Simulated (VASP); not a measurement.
# SnO (P6_3/mmc) in VASP: further runs, part 2 of 2

VASP 6.6.1. Earlier steps stand in the parts before.

## (3) Single point, PBEsol

This run uses another cell than the first one, of 18.78 Å³/atom, 1.030 times its volume.

INCAR reads:

```
ALGO = Normal ; EDIFF = 1E-7
ENCUT = 520 ; GGA = PS
ISIF = 2 ; ISMEAR = -1
LASPH = T ; LCHARG = F
LREAL = F ; LWAVE = F
NBANDS = 28 ; NELM = 60
PREC = Accurate ; SIGMA = 0.02
```

KPOINTS reads:

```
k-points
0
Gamma
  6 6 4
```

POSCAR reads:

```
SnO
1.0
    4.1148858068      0.0000000000      0.0000000000
   -2.0574429034      3.5635956424      0.0000000000
    0.0000000000      0.0000000000      5.1238985989
Sn O
2 2
Direct
    0.3333333333      0.6666666667      0.2500000000
    0.6666666667      0.3333333333      0.7500000000
    0.6666666667      0.3333333333      0.2500000000
    0.3333333333      0.6666666667      0.7500000000
```

Potentials or basis: VASP PAW PBE potentials, release 64 (Sn_d, O).

Run with:

```bash
> cat potpaw_PBE.64/Sn_d/POTCAR potpaw_PBE.64/O/POTCAR > POTCAR
> mpirun -np 1 vasp_std > vasp.out
```

Run time: 57 s. Hardware: 1 thread of Intel Xeon Platinum 8259CL at 2.50GHz (Skylake/Cascade Lake), shared host; peak memory 0.2 GiB.

The run converged. Its results:

* Free energy: -22.2829 eV
* Pressure: 0.0 GPa
* Band gap on the k mesh: 0.32 eV, direct

Levels at points of the mesh, in eV from the valence-band top:
| k point | band 17 | band 18 | band 19 | band 20 | band 21 | band 22 | band 23 | band 24 |
| --- | --- | --- | --- | --- | --- | --- | --- | --- |
| (0.00, 0.00, 0.00) | -4.60 | -3.99 | -3.99 | -3.77 | 3.05 | 3.05 | 3.06 | 3.92 |
| (0.50, 0.00, 0.00) | -4.69 | -4.34 | -1.93 | -1.90 | 0.85 | 3.26 | 3.31 | 3.81 |
| (0.00, 0.00, 0.50) | -4.41 | -4.41 | -2.16 | -2.16 | 2.55 | 2.55 | 3.10 | 3.10 |
| (0.50, 0.00, 0.50) | -4.05 | -4.05 | -1.14 | -1.14 | 0.72 | 0.72 | 3.16 | 3.16 |

Caveat: the PAW data sets were made with another functional, which shifts forces and pressure a little; spin-orbit coupling is left out, which moves the levels of the heavy elements. A k mesh can miss the band edges.

## (4) Single point, PBE

This run uses another cell than the first one, of 19.11 Å³/atom, 1.048 times its volume.

INCAR reads:

```
  PREC = Accurate
  ENCUT = 520
  EDIFF = 1E-6
  ISMEAR = 0
  SIGMA = 0.01
  LREAL = F
  LASPH = T
  NELM = 60
  ALGO = Normal
  ISIF = 2
  LWAVE = F
  LCHARG = F
  GGA = PE
  NBANDS = 28
```

KPOINTS reads:

```
Automatic mesh
0
Gamma
  6 6 4
```

POSCAR reads:

```
SnO
1.0
    4.1254992580      0.0000000000      0.0000000000
   -2.0627496290      3.5727871607      0.0000000000
    0.0000000000      0.0000000000      5.1854030836
Sn O
2 2
Direct
    0.3333333333      0.6666666667      0.2500000000
    0.6666666667      0.3333333333      0.7500000000
    0.6666666667      0.3333333333      0.2500000000
    0.3333333333      0.6666666667      0.7500000000
```

Run with:

```bash
> cat potpaw_PBE.64/Sn_d/POTCAR potpaw_PBE.64/O/POTCAR > POTCAR
> mpirun -np 1 vasp_std > vasp.out
```

It took 56 s on 1 thread of Intel Xeon Platinum 8259CL at 2.50GHz (Skylake/Cascade Lake), shared host; peak memory 0.2 GiB.

Results (log left out):

- Free energy: -20.9125 eV
- Pressure: 2.5 GPa
- Band gap on the k mesh: 0.41 eV, direct

Stress tensor (GPa, compression positive):
```
2.57 0.00 0.00
0.00 2.57 0.00
0.00 0.00 2.24
```

Levels at points of the mesh, in eV from the valence-band top:
```
           k point  band 16  band 17  band 18  band 19  band 20  band 21  band 22  band 23  band 24  band 25
(0.00, 0.00, 0.00)    -4.72    -4.56    -3.86    -3.86    -3.59     3.07     3.16     3.16     3.98     3.98
(0.50, 0.00, 0.00)    -5.43    -4.47    -4.21    -1.86    -1.81     0.97     3.31     3.36     3.77     4.33
(0.00, 0.00, 0.50)    -4.26    -4.26    -4.26    -2.14    -2.14     2.57     2.57     3.22     3.22     3.22
(0.50, 0.00, 0.50)    -4.87    -3.90    -3.90    -1.09    -1.09     0.78     0.78     3.22     3.22     4.51
```

Caveat: spin-orbit coupling is left out, which moves the levels of the heavy elements. PBE gaps usually lie below the measured ones, often by a third to a half.

## (5) Single point, r2SCAN

This run uses another cell than the first one, of 19.11 Å³/atom, 1.048 times its volume.

POSCAR is that of step 4.

INCAR.step1 reads:

```
  PREC = Accurate
  ENCUT = 520
  ISMEAR = -1
  SIGMA = 0.02
  LREAL = F
  LASPH = T
  NELM = 80
  NBANDS = 28
  GGA = PE
  ALGO = Normal
  EDIFF = 1E-4
  LWAVE = T
  LCHARG = F
```

INCAR.step2 reads:

```
  PREC = Accurate
  ENCUT = 520
  EDIFF = 1E-6
  ISMEAR = -1
  SIGMA = 0.02
  LREAL = F
  LASPH = T
  NELM = 80
  ALGO = Normal
  ISIF = 2
  LWAVE = F
  LCHARG = F
  METAGGA = R2SCAN
  LMIXTAU = T
  NBANDS = 28
  ISTART = 1
```

KPOINTS is that of step 4.

Run with:

```bash
> cat potpaw_PBE.64/Sn_d/POTCAR potpaw_PBE.64/O/POTCAR > POTCAR
> cp INCAR.step1 INCAR
> mpirun -np 1 vasp_std > vasp.out
> cp INCAR.step2 INCAR
> mpirun -np 1 vasp_std > vasp.out
```

Wall time 2.6 min (1 thread of Intel Xeon Platinum 8259CL at 2.50GHz (Skylake/Cascade Lake), shared host); peak memory 0.22 GiB.

Results (log left out):

```yaml
Free_energy: -64.4177 eV
Pressure: 0.2 GPa
Band_gap_on_the_k_mesh: 0.57 eV, direct
```

Stress tensor (GPa, compression positive):
```
0.31 0.00 0.00
0.00 0.31 0.00
0.00 0.00 0.09
```

Levels at points of the mesh, in eV from the valence-band top:
```csv
k point,band 17,band 18,band 19,band 20,band 21,band 22,band 23,band 24
"(0.00, 0.00, 0.00)",-4.63,-4.15,-4.15,-3.89,3.25,3.31,3.31,4.20
"(0.50, 0.00, 0.00)",-4.77,-4.51,-1.95,-1.83,1.01,3.47,3.56,4.03
"(0.00, 0.00, 0.50)",-4.55,-4.55,-2.30,-2.30,2.77,2.77,3.40,3.40
"(0.50, 0.00, 0.50)",-4.17,-4.17,-1.11,-1.11,0.87,0.87,3.40,3.40
```

Caveat: the PAW data sets were made with another functional, which shifts forces and pressure a little; spin-orbit coupling is left out, which moves the levels of the heavy elements. A k mesh can miss the band edges.

## (6) Relaxation of cell and atoms, PBEsol

This run uses another cell than the first one, of 19.74 Å³/atom, 1.082 times its volume.

INCAR reads:

```
PREC = Accurate
ENCUT = 600
EDIFF = 1E-6
ISMEAR = -1
SIGMA = 0.02
LREAL = False
LASPH = True
NELM = 100
ALGO = Normal
ISIF = 3
LWAVE = False
LCHARG = False
GGA = PS
IBRION = 2
NSW = 80
EDIFFG = -0.005
```

KPOINTS is that of step 5.

POSCAR reads:

```
SnO
1.0
    4.1745673716      0.0000000000      0.0000000000
   -2.0872836858      3.6152813936      0.0000000000
    0.0000000000      0.0000000000      5.2308963472
Sn O
2 2
Direct
    0.3333333333      0.6666666667      0.2500000000
    0.6666666667      0.3333333333      0.7500000000
    0.6666666667      0.3333333333      0.2500000000
    0.3333333333      0.6666666667      0.7500000000
```

Potentials or basis: VASP PAW PBE potentials, release 64 (Sn_d, O).

Run with:

```bash
> cat potpaw_PBE.64/Sn_d/POTCAR potpaw_PBE.64/O/POTCAR > POTCAR
> mpirun -np 1 vasp_std > vasp.out
```

It took 3.5 min on 1 thread of Intel Xeon Platinum 8259CL at 2.50GHz (Skylake/Cascade Lake), shared host; peak memory 0.25 GiB.

Results (log left out):

- Free energy: -22.2904 eV
- Relaxed volume: 18.78 Å³/atom
- Relaxed cell: a = 4.115 Å, b = 4.115 Å, c = 5.122 Å, α = 90.00°, β = 90.00°, γ = 120.00°
- Space group after relaxing (to 0.05 Å): P6_3/mmc (No. 194)
- Energy gained by relaxing: 11.4 meV/atom
- Ionic steps: 5
- Pressure after relaxing: 0.0 GPa
- Band gap on the k mesh: 0.32 eV, direct

Step by step:
```
step  energy change (eV)  largest force (eV/Å)  pressure (GPa)  volume (Å³)
   1              0.0000                0.0000           -3.64        78.95
   2             -0.0399                0.0000            1.37        73.93
   3             -0.0450                0.0000            0.00        75.14
   4             -0.0452                0.0000            0.02        75.13
   5             -0.0454                0.0000            0.00        75.12
```

Final structure:
```yaml
crystal:
  lattice:
    - [4.11525, 0.00000, 0.00000]
    - [-2.05763, 3.56391, 0.00000]
    - [0.00000, 0.00000, 5.12171]
  atoms:
    - { symbol: Sn, position: [0.33333, 0.66667, 0.25000] }
    - { symbol: Sn, position: [0.66667, 0.33333, 0.75000] }
    - { symbol: O, position: [0.66667, 0.33333, 0.25000] }
    - { symbol: O, position: [0.33333, 0.66667, 0.75000] }
```

Levels at points of the mesh, in eV from the valence-band top:
```csv
k point,band 17,band 18,band 19,band 20,band 21,band 22,band 23,band 24
"(0.00, 0.00, 0.00)",-4.60,-3.99,-3.99,-3.78,3.05,3.05,3.07,3.92
"(0.50, 0.00, 0.00)",-4.69,-4.34,-1.94,-1.91,0.84,3.26,3.31,3.82
"(0.00, 0.00, 0.50)",-4.42,-4.42,-2.16,-2.16,2.55,2.55,3.10,3.10
"(0.50, 0.00, 0.50)",-4.05,-4.05,-1.14,-1.14,0.72,0.72,3.16,3.16
```

Caveat: the PAW data sets were made with another functional, which shifts forces and pressure a little; spin-orbit coupling is left out, which moves the levels of the heavy elements. A k mesh can miss the band edges.

## (7) The runs side by side

```tsv
task	level	potentials or basis	cell	cutoff (eV)	smearing	gap on the mesh (eV)	pressure (GPa)
single point	LDA	VASP PAW LDA potentials, release 64 (Sn_d, O)	a = 4.079, b = 4.079, c = 5.061 Å, angles 90.0, 90.0, 120.0°, 4 atoms	520	fermi-dirac 0.02 eV	0.29	0.2
single point	PBEsol	VASP PAW PBE potentials, release 64 (Sn_d, O)	a = 4.115, b = 4.115, c = 5.124 Å, angles 90.0, 90.0, 120.0°, 4 atoms	520	fermi-dirac 0.02 eV	0.32	0.0
single point	PBE	VASP PAW PBE potentials, release 64 (Sn_d, O)	a = 4.125, b = 4.125, c = 5.185 Å, angles 90.0, 90.0, 120.0°, 4 atoms	520	gaussian 0.01 eV	0.41	2.5
single point	r2SCAN	VASP PAW PBE potentials, release 64 (Sn_d, O)	a = 4.125, b = 4.125, c = 5.185 Å, angles 90.0, 90.0, 120.0°, 4 atoms	520	fermi-dirac 0.02 eV	0.57	0.2
relaxation of cell and atoms	PBEsol	VASP PAW PBE potentials, release 64 (Sn_d, O)	relaxed from a = 4.175, b = 4.175, c = 5.231 Å, angles 90.0, 90.0, 120.0°, 4 atoms	600	fermi-dirac 0.02 eV	0.32	0.0
```

Alike in all rows: no spin polarisation; k mesh 6 × 6 × 4.

Caveats: spin-orbit coupling is left out, which moves the levels of the heavy elements; the PAW data sets were made with another functional, which shifts forces and pressure a little (some runs).

Total energies depend on the potentials used, so only differences within one code and one set of settings carry meaning.
